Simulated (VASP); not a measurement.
Write the native input for VASP 6.6.1 that does the following.

```yaml
Task: single point
Functional: PBE
Potentials_or_basis: VASP PAW PBE potentials, release 64 (Ti_sv, C)
Cutoff: 600 eV
k_mesh: 4 × 4 × 4
Occupations: gaussian, width 0.2 eV
Spin: no spin polarisation
Dipole_correction: no
Further_INCAR_settings: ALGO = Normal; EDIFF = 1e-06; NBANDS = 31
```

The structure of Ti2C5 lies in POSCAR:

```
Ti2C5
1.0
    0.0000000000      3.3879256780      3.3879256780
    3.3879256780      0.0000000000      3.3879256780
    3.3879256780      3.3879256780      0.0000000000
Ti C
2 5
Direct
    0.7500000000      0.7500000000      0.7500000000
    0.0000000000      0.0000000000      0.0000000000
    0.5000000000      0.5000000000      0.5000000000
    0.1704493171      0.1704493171      0.1704493171
    0.1704493171      0.1704493171      0.4886520488
    0.1704493171      0.4886520488      0.1704493171
    0.4886520488      0.1704493171      0.1704493171
```

The cell was generated, and may not be a known phase.

These files were run (other wordings do the same):

INCAR

```
  PREC = Accurate
  ENCUT = 600
  EDIFF = 1E-6
  ISMEAR = 0
  SIGMA = 0.2
  LREAL = F
  LASPH = T
  NELM = 120
  ALGO = Normal
  ISIF = 2
  LWAVE = F
  LCHARG = F
  GGA = PE
  NBANDS = 31
  GGA_COMPAT = F
```

KPOINTS

```
regular mesh
0
Gamma
  4 4 4
```

Potentials or basis: VASP PAW PBE potentials, release 64 (Ti_sv, C).

Launch:

```bash
$ cat potpaw_PBE.64/Ti_sv/POTCAR potpaw_PBE.64/C/POTCAR > POTCAR
$ mpirun -np 1 vasp_std > vasp.out
```

It gave:

```
Pressure               : -0.5 GPa
Largest force          : 0.118 eV/Å
Band gap on the k mesh : zero (bands 22 and 23 overlap by 0.18 eV)
```

Caveat: the k points lie up to 0.40 Å⁻¹ apart.

It took 35 s on 1 thread of AMD EPYC 7R13 Processor (Zen 3) (shared host), peak memory 0.21 GiB.
